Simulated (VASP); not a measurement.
# SnBi3O (Pm-3m) in VASP: notebook

The runs below take SnBi3O through single point, relaxation of cell and atoms, with PBE.

Program: VASP 6.6.1. These are calculated values, not measurements. Logs are shortened: lines on timing, memory, paths and dates and some standing lists are left out, and cuts for length are marked.

**1. The cell of the first run**

The structure is cubic, space group Pm-3m (No. 221). Conventional cell: a = 5.059 Å, b = 5.059 Å, c = 5.059 Å, α = 90.00°, β = 90.00°, γ = 90.00°. Within 4.7 Å of Sn (site symmetry m-3m) lie 12 Bi at 3.58 Å and 8 O at 4.38 Å. Within 3.3 Å of Bi (site symmetry 4/mmm) lie 2 O at 2.53 Å. Within 3.3 Å of O (site symmetry m-3m) lie 6 Bi at 2.53 Å.

The cell was generated, and may not be a known phase.

**2. Single point, PBE**

INCAR reads:

```
SYSTEM = SnBi3O
ALGO     = Normal         ! electronic algorithm
EDIFF    = 1E-7           ! SCF threshold, eV
ENCUT    = 520            ! plane-wave cutoff, eV
GGA      = PE             ! functional
ISIF     = 2              ! what is computed and relaxed
ISMEAR   = 0              ! smearing method
LASPH    = .True.         ! aspherical terms in the spheres
LCHARG   = .False.        ! write CHGCAR
LREAL    = .False.        ! projectors in reciprocal space
LWAVE    = .False.        ! write WAVECAR
NBANDS   = 40             ! bands
NELM     = 60             ! most SCF steps
PREC     = Accurate       ! precision mode
SIGMA    = 0.1            ! smearing width, eV
```

KPOINTS reads:

```
k-points
0
Gamma
  4 4 4
  0 0 0
```

POSCAR reads:

```
SnBi3O
1.0
    5.0592414185      0.0000000000      0.0000000000
    0.0000000000      5.0592414185      0.0000000000
    0.0000000000      0.0000000000      5.0592414185
Sn Bi O
1 3 1
Direct
    0.0000000000      0.0000000000      0.0000000000
    0.5000000000      0.5000000000      0.0000000000
    0.0000000000      0.5000000000      0.5000000000
    0.5000000000      0.0000000000      0.5000000000
    0.5000000000      0.5000000000      0.5000000000
```

Potentials or basis: VASP PAW PBE potentials, release 64 (Sn_d, Bi_d, O).

Run with:

```console
cat potpaw_PBE.64/Sn_d/POTCAR potpaw_PBE.64/Bi_d/POTCAR potpaw_PBE.64/O/POTCAR > POTCAR
mpirun -np 1 vasp_std > vasp.out
```

OUTCAR:

```text
SYSTEM = SnBi3O
   EDIFF = 1E-7
   ENCUT = 520
   GGA = PE
   ISIF = 2
   ISMEAR = 0
   LASPH = .True.
   LREAL = .False.
   NELM = 60
   PREC = Accurate

 ion  position               nearest neighbor table
   1  0.000  0.000  0.000-   2 3.58   3 3.58   4 3.58   3 3.58   4 3.58   2 3.58   3 3.58   3 3.58
                             2 3.58   4 3.58   4 3.58   2 3.58
   2  0.500  0.500  0.000-   5 2.53   5 2.53   4 3.58   1 3.58   3 3.58   4 3.58   3 3.58   1 3.58
                             4 3.58   4 3.58   1 3.58   3 3.58   3 3.58   1 3.58
   3  0.000  0.500  0.500-   5 2.53   5 2.53   4 3.58   1 3.58   1 3.58   2 3.58   1 3.58   4 3.58
                             1 3.58   2 3.58   4 3.58   2 3.58   2 3.58   4 3.58
   4  0.500  0.000  0.500-   5 2.53   5 2.53   3 3.58   1 3.58   1 3.58   2 3.58   2 3.58   3 3.58
                             2 3.58   2 3.58   1 3.58   3 3.58   1 3.58   3 3.58
   5  0.500  0.500  0.500-   2 2.53   3 2.53   4 2.53   2 2.53   4 2.53   3 2.53

  LATTYP: Found a simple cubic cell.
 ALAT       =     5.0592414185

  Lattice vectors:

 A1 = (   5.0592414185,   0.0000000000,   0.0000000000)
 A2 = (   0.0000000000,   5.0592414185,   0.0000000000)
 A3 = (   0.0000000000,   0.0000000000,   5.0592414185)

Analysis of symmetry for initial positions (statically):
=====================================================================
 Subroutine PRICEL returns:
 Original cell was already a primitive cell.

 Routine SETGRP: Setting up the symmetry group for a
 simple cubic supercell.

 Subroutine GETGRP returns: Found 48 space group operations
 (whereof 48 operations were pure point group operations)
 out of a pool of 48 trial point group operations.

The static configuration has the point symmetry O_h .

Analysis of symmetry for dynamics (positions and initial velocities):
=====================================================================
 Subroutine PRICEL returns:
 Original cell was already a primitive cell.

 Routine SETGRP: Setting up the symmetry group for a
 simple cubic supercell.

 Subroutine GETGRP returns: Found 48 space group operations
 (whereof 48 operations were pure point group operations)
 out of a pool of 48 trial point group operations.

The dynamic configuration has the point symmetry O_h .

 Subroutine INISYM returns: Found 48 space group operations
 (whereof 48 operations are pure point group operations),
 and found     1 'primitive' translations

----------------------------------------------------------------------------------------

                                     Primitive cell

  volume of cell :     129.4960

  direct lattice vectors                    reciprocal lattice vectors
     5.059241419  0.000000000  0.000000000     0.197658091  0.000000000  0.000000000
     0.000000000  5.059241419  0.000000000     0.000000000  0.197658091  0.000000000
     0.000000000  0.000000000  5.059241419     0.000000000  0.000000000  0.197658091

  length of vectors
     5.059241419  5.059241419  5.059241419     0.197658091  0.197658091  0.197658091

  position of ions in fractional coordinates (direct lattice)
     0.000000000  0.000000000  0.000000000
     0.500000000  0.500000000  0.000000000
     0.000000000  0.500000000  0.500000000
     0.500000000  0.000000000  0.500000000
     0.500000000  0.500000000  0.500000000

  ion indices of the primitive-cell ions
   primitive index   ion index
                 1           1
                 2           2
                 3           3
                 4           4
                 5           5

----------------------------------------------------------------------------------------

 KPOINTS: k-points

Automatic generation of k-mesh.
 Grid dimensions read from file:
 generate k-points for:    4    4    4

 Generating k-lattice:

  Cartesian coordinates                     Fractional coordinates (reciprocal lattice)
     0.049414523  0.000000000  0.000000000     0.250000000  0.000000000  0.000000000
     0.000000000  0.049414523  0.000000000     0.000000000  0.250000000  0.000000000
     0.000000000  0.000000000  0.049414523     0.000000000  0.000000000  0.250000000

  Length of vectors
     0.049414523  0.049414523  0.049414523

  Shift w.r.t. Gamma in fractional coordinates (k-lattice)
     0.000000000  0.000000000  0.000000000

 Subroutine IBZKPT returns following result:
 ===========================================

 Found     10 irreducible k-points:

 Following reciprocal coordinates:
            Coordinates               Weight
  0.000000  0.000000  0.000000      1.000000
  0.250000  0.000000  0.000000      6.000000
  0.500000  0.000000  0.000000      3.000000
  0.250000  0.250000  0.000000     12.000000
  0.500000  0.250000  0.000000     12.000000
  0.500000  0.500000  0.000000      3.000000
  0.250000  0.250000  0.250000      8.000000
  0.500000  0.250000  0.250000     12.000000
  0.500000  0.500000  0.250000      6.000000
  0.500000  0.500000  0.500000      1.000000
   k-points           NKPTS =     10   k-points in BZ     NKDIM =     10   number of bands    NBANDS=     40
   number of dos      NEDOS =    301   number of ions     NIONS =      5
   total plane-waves  NPLWV =  64000
   dimension x,y,z NGX =    40 NGY =   40 NGZ =   40
   dimension x,y,z NGXF=    80 NGYF=   80 NGZF=   80
   ions per type =               1   3   1
   NGX,Y,Z   is equivalent  to a cutoff of  13.14, 13.14, 13.14 a.u.
   NGXF,Y,Z  is equivalent  to a cutoff of  26.29, 26.29, 26.29 a.u.
 SYSTEM =  SnBi3O
   PREC   = accura    normal or accurate (medium, high low for compatibility)
   ISTART =      0    job   : 0-new  1-cont  2-samecut
   ICHARG =      2    charge: 1-file 2-atom 10-const
   ISPIN  =      1    spin polarized calculation?
   LNONCOLLINEAR =      F non collinear calculations
   LSORBIT =      F    spin-orbit coupling
   LASPH  =      T    aspherical Exc in radial PAW
   ENCUT  =  520.0 eV  38.22 Ry    6.18 a.u.   9.41  9.41  9.41*2*pi/ulx,y,z
   NELM   =     60;   NELMIN=  2; NELMDL= -5     # of ELM steps
   EDIFF  = 0.1E-06   stopping-criterion for ELM
   LREAL  =      F    real-space projection
   EDIFFG = 0.1E-05   stopping-criterion for IOM
   NSW    =      0    number of steps for IOM
   IBRION =     -1    ionic relax: 0-MD 1-quasi-New 2-CG
   NFREE  =      0    steps in history (QN), initial steepest desc. (CG)
   ISIF   =      2    stress and relaxation
   ISYM   =      2    0-nonsym 1-usesym 2-fastsym
   POTIM  = 0.5000    time-step for ionic-motion
   TEBEG  =    0.0;   TEEND  =   0.0 temperature during run
   PSTRESS=    0.0 pullay stress
   NELECT =      65.0000    total number of electrons
   NUPDOWN=      -1.0000    fix difference up-down
   EMIN   =  10.00;   EMAX   =-10.00  energy-range for DOS
   EFERMI =   0.00;   METHOD = LEGACY
   ISMEAR =     0;   SIGMA  =   0.10  broadening in eV -4-tet -1-fermi 0-gaus
   EFERMI_NEDOS =   21; number of points for ismear=-14 and -15
   IALGO  =     38    algorithm
   IMIX   =      4    mixing-type and parameters
     AMIX     =   0.40;   BMIX     =  1.00
     AMIX_MAG =   1.60;   BMIX_MAG =  1.00
  volume/ion in A,a.u.               =      25.90       174.78
  Fermi-wavevector in a.u.,A,eV,Ry     =   1.301050  2.458627 23.030993  1.692730
  Thomas-Fermi vector in A             =   2.432209
   LORBIT       =      0    0 simple, 1 ext, 2 COOP (PROOUT), +10 PAW based schemes
   GGA     = PE    functional components
   LHFCALC =     F    Hartree Fock is set to
   AEXX    =    0.0000 exact exchange contribution
   IVDW    =     0    specifies the selected vdW correction
   LEPSILON=     F    determine dielectric tensor
   LRPA    =     F    only Hartree local field effects (RPA)
 non-spin polarized calculation
 Gauss-broadening in eV      SIGMA  =   0.10
  energy-cutoff  :      520.00
  volume of cell :      129.50
 maximum number of plane-waves:      3514
 NGX is ok and might be reduce to    40
   NGX = 19   NGY = 19   NGZ = 19

 number of electron      65.0000055 magnetization

 Free energy of the ion-electron system (eV)
  ---------------------------------------------------
  ext. energy  EPLUGINS =         0.00000000
  ---------------------------------------------------
  free energy    TOTEN  =       -21.04766797 eV

  energy without entropy =      -21.03173036  energy(sigma->0) =      -21.03969917

 E-fermi :   7.7034     XC(G=0): -10.3126

 val. band max:        7.5996278932   @ k =   0.5000   0.5000   0.0000
 cond. band min:       7.7262699714   @ k =   0.5000   0.2500   0.2500
 fundamental gap:      0.1266420782
 Fermi energy:         7.7033630674

 k-point     1 :       0.0000    0.0000    0.0000
  band No.  band energies     occupation
      1     -15.7178      2.00000
      2     -15.5530      2.00000
      3     -15.5530      2.00000
      4     -15.5530      2.00000
      5     -15.4394      2.00000
      6     -15.4394      2.00000
[... 32 lines left out ...]
     39      11.7710      0.00000
     40      12.7768      0.00000

 k-point     2 :       0.2500    0.0000    0.0000
  band No.  band energies     occupation
      1     -15.6781      2.00000
      2     -15.5515      2.00000
      3     -15.5279      2.00000
      4     -15.5279      2.00000
      5     -15.4579      2.00000
      6     -15.4387      2.00000
[... 32 lines left out ...]
     39      12.5993      0.00000
     40      12.5993      0.00000

 k-point     3 :       0.5000    0.0000    0.0000
  band No.  band energies     occupation
      1     -15.6277      2.00000
      2     -15.5499      2.00000
      3     -15.4869      2.00000
      4     -15.4665      2.00000
      5     -15.4665      2.00000
      6     -15.4649      2.00000
[... 251 lines left out ...]
  band No.  band energies     occupation
      1     -15.5311      2.00000
      2     -15.5211      2.00000
      3     -15.5211      2.00000
      4     -15.4703      2.00000
      5     -15.4703      2.00000
      6     -15.4674      2.00000
[... 32 lines left out ...]
     39      11.6315      0.00000
     40      11.6315      0.00000

 k-point    10 :       0.5000    0.5000    0.5000
  band No.  band energies     occupation
      1     -15.5297      2.00000
      2     -15.5297      2.00000
      3     -15.5297      2.00000
      4     -15.4726      2.00000
      5     -15.4726      2.00000
      6     -15.4726      2.00000
[... 32 lines left out ...]
     39      11.6990      0.00000
     40      11.6990      0.00000

------------------------ aborting loop because EDIFF is reached ----------------------------------------

  FORCE on cell =-STRESS in cart. coord.  units (eV):
  Direction    XX          YY          ZZ          XY          YZ          ZX
  --------------------------------------------------------------------------------------
  -------------------------------------------------------------------------------------
  Total       -0.1408641     -0.1408641     -0.1408641     -0.0000000      0.0000000      0.0000000
  in kB       -1.7428285     -1.7428285     -1.7428285     -0.0000000      0.0000000      0.0000000
  external PRESSURE =      -1.7428285 kB  Pullay stress =       0.0000000 kB

 VOLUME and BASIS-vectors are now :
 -----------------------------------------------------------------------------
  energy-cutoff  :      520.00
  volume of cell :      129.50
      direct lattice vectors                 reciprocal lattice vectors
     5.059241419  0.000000000  0.000000000     0.197658091  0.000000000  0.000000000
     0.000000000  5.059241419  0.000000000     0.000000000  0.197658091  0.000000000
     0.000000000  0.000000000  5.059241419     0.000000000  0.000000000  0.197658091

 POSITION                                       TOTAL-FORCE (eV/Angst)
 -----------------------------------------------------------------------------------
      0.00000      0.00000      0.00000         0.000000      0.000000      0.000000
      2.52962      2.52962      0.00000         0.000000      0.000000      0.000000
      0.00000      2.52962      2.52962         0.000000      0.000000      0.000000
      2.52962      0.00000      2.52962         0.000000      0.000000      0.000000
      2.52962      2.52962      2.52962         0.000000      0.000000      0.000000
 -----------------------------------------------------------------------------------
    total drift:                               -0.000000     -0.000000     -0.000000

  FREE ENERGIE OF THE ION-ELECTRON SYSTEM (eV)
  ---------------------------------------------------
  free  energy   TOTEN  =       -21.0476679737 eV

  energy  without entropy=      -21.0317303635  energy(sigma->0) =      -21.03969917
```

It took 84 s on 1 thread of Oxide Virtual Turin-like, shared host; peak memory 0.23 GiB.

What came out:

```yaml
Free_energy: -21.0477 eV
Pressure: -0.2 GPa
Band_gap_on_the_k_mesh: zero (an odd number of electrons rules out a gap without spin polarisation)
```

Levels at points of the mesh, in eV from the Fermi level:
```
           k point  band 30  band 31  band 32  band 33  band 34  band 35
(0.00, 0.00, 0.00)    -2.21    -2.21     0.36     0.36     0.36     3.19
(0.50, 0.00, 0.00)    -2.24    -1.06    -0.57    -0.57     0.40     0.76
(0.50, 0.50, 0.00)    -2.29    -1.90    -1.11    -1.11    -0.58    -0.10
(0.50, 0.50, 0.50)    -2.81    -2.81    -2.07     2.78     2.78     3.21
```

Caveat: spin-orbit coupling is left out, which moves the levels of the heavy elements.

**3. Single point, PBE**

This run uses another cell than the first one, of 28.23 Å³/atom.

Changes to INCAR since step 2:

```diff
@@ -1,4 +1,4 @@
 SYSTEM = SnBi3O
-ALGO     = Normal         ! electronic algorithm
-EDIFF    = 1E-7           ! SCF threshold, eV
+ALGO     = Fast           ! electronic algorithm
+EDIFF    = 1E-6           ! SCF threshold, eV
 ENCUT    = 520            ! plane-wave cutoff, eV
@@ -12,3 +12,3 @@
 NBANDS   = 40             ! bands
-NELM     = 60             ! most SCF steps
+NELM     = 80             ! most SCF steps
 PREC     = Accurate       ! precision mode
```

KPOINTS is that of step 2.

Changes to POSCAR since step 2:

```diff
@@ -2,5 +2,5 @@
 1.0
-    5.0592414185      0.0000000000      0.0000000000
-    0.0000000000      5.0592414185      0.0000000000
-    0.0000000000      0.0000000000      5.0592414185
+    5.2063695500      0.0000000000      0.0000000000
+    0.0000000000      5.2063695500      0.0000000000
+    0.0000000000      0.0000000000      5.2063695500
 Sn Bi O
```

Potentials or basis: VASP PAW PBE potentials, release 64 (Sn_d, Bi_d, O).

Run with:

```console
cat potpaw_PBE.64/Sn_d/POTCAR potpaw_PBE.64/Bi_d/POTCAR potpaw_PBE.64/O/POTCAR > POTCAR
mpirun -np 1 vasp_std > vasp.out
```

Run time: 2.6 min. Hardware: 1 thread of Oxide Virtual Turin-like, shared host; peak memory 0.23 GiB.

It converged, with:

```
Free energy            : -20.8712 eV
Pressure               : -4.5 GPa
Band gap on the k mesh : zero (an odd number of electrons rules out a gap without spin polarisation)
```

Levels at points of the mesh, in eV from the Fermi level:
| k point | band 29 | band 30 | band 31 | band 32 | band 33 | band 34 | band 35 | band 36 |
| --- | --- | --- | --- | --- | --- | --- | --- | --- |
| (0.00, 0.00, 0.00) | -1.93 | -1.93 | -1.93 | 0.37 | 0.37 | 0.37 | 2.96 | 2.97 |
| (0.50, 0.00, 0.00) | -1.98 | -1.98 | -0.87 | -0.44 | -0.44 | 0.27 | 0.52 | 0.84 |
| (0.50, 0.50, 0.00) | -2.17 | -2.17 | -1.85 | -0.94 | -0.94 | -0.58 | -0.01 | 2.48 |
| (0.50, 0.50, 0.50) | -2.54 | -2.54 | -2.54 | -1.92 | 2.59 | 2.59 | 2.87 | 2.87 |

Caveat: the cell stands under tension; spin-orbit coupling is left out, which moves the levels of the heavy elements.

(Part 1 of 2 ends here.)

The gap in the log of VASP goes by the Fermi energy; the results here count the filled bands.